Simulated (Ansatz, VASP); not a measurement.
## AlNi in VASP and in Ansatz

```
Al Ni
1.0
     1.93869   -1.95319    0.00000
     1.93869    1.95319    0.00000
     0.00000    0.00000    3.09943
Al Ni
1 1
Cartesian
  0.0000 0.0000 0.0000
  1.9387 0.0000 1.5497
```

Alike in both runs: task single point; functional PBEsol; k mesh 16 × 16 × 14; occupations gaussian, width 0.1 eV; no spin polarisation.

```csv
,VASP,Ansatz
version,VASP 6.6.1,Ansatz 0.2.0
potentials or method,"VASP PAW PBE potentials, release 64 (Al, Ni), cutoff 520 eV","scalar-relativistic, plane waves, PAW"
valence electrons in the cell,13,21
```

VASP gave:

* gap on the k mesh at the Fermi level (eV): none
* pressure (GPa): 0.5
* traceless stress, the component that is largest in VASP (GPa): -4.58

Question: What did Ansatz give for the same quantities?

Answer: gap on the k mesh at the Fermi level (eV): none; pressure (GPa): 0.3; traceless stress, the component that is largest in VASP (GPa): -4.44.

VASP's potentials were made for PBE, not for PBEsol. A gap of «none» marks a metal or a gap that the smearing closes. VASP's potentials hold 13 valence electrons a cell and Ansatz's 21, so a difference there can come from the potentials and not from the codes.
